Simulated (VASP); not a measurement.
Wanted: the native input for a VASP 6.6.1 run.

* Task: relaxation of cell and atoms
* Functional: PBEsol
* Potentials or basis: VASP PAW PBE potentials, release 64 (Sb, In_d)
* Cutoff: 500 eV
* k mesh: 5 × 5 × 5
* Occupations: fermi-dirac, width 0.01 eV
* Spin: no spin polarisation
* Dipole correction: no
* Further INCAR settings: ALGO = Normal; EDIFF = 1e-07; IBRION = 2; EDIFFG = -0.02; NSW = 80; ISIF = 3

The structure of In3Sb lies in POSCAR:

```
In3Sb
1.0
    0.0000000000      3.8400000000      3.8400000000
    3.8400000000      0.0000000000      3.8400000000
    3.8400000000      3.8400000000      0.0000000000
Sb In
1 3
Direct
    0.0000000000      0.0000000000      0.0000000000
    0.5000000000      0.5000000000      0.5000000000
    0.2500000000      0.2500000000      0.2500000000
    0.7500000000      0.7500000000      0.7500000000
```

One way to write it, as run:

INCAR

```
  PREC = Accurate
  ENCUT = 500
  EDIFF = 1E-7
  ISMEAR = -1
  SIGMA = 0.01
  LREAL = False
  LASPH = True
  NELM = 120
  ALGO = Normal
  ISIF = 3
  LWAVE = False
  LCHARG = False
  GGA = PS
  IBRION = 2
  NSW = 80
  EDIFFG = -0.02
  GGA_COMPAT = False
  NELMIN = 4
```

KPOINTS

```
regular mesh
0
Gamma
  5 5 5
```

Potentials or basis: VASP PAW PBE potentials, release 64 (Sb, In_d).

The run is started by

```bash
$ cat potpaw_PBE.64/Sb/POTCAR potpaw_PBE.64/In_d/POTCAR > POTCAR
$ mpirun -np 1 vasp_std > vasp.out
```

It gave:

```json
{
  "Relaxed volume": "25.91 Å³/atom",
  "Relaxed cell": "a = 5.272 Å, b = 5.272 Å, c = 5.272 Å, α = 60.00°, β = 60.00°, γ = 60.00°",
  "Space group after relaxing (to 0.1 Å)": "Fm-3m (No. 225)",
  "Energy gained by relaxing": "28.7 meV/atom",
  "Ionic steps": "3",
  "Pressure after relaxing": "0.0 GPa",
  "Band gap on the k mesh": "zero (bands 22 and 23 overlap by 2.77 eV)"
}
```

Caveat: the PAW data sets were made with another functional, which shifts forces and pressure a little; spin-orbit coupling is left out, which moves the levels of the heavy elements.

It took 62 s on 1 thread of Intel(R) Xeon(R) Platinum 8375C CPU @ 2.90GHz (Ice Lake) (shared host), peak memory 0.25 GiB.
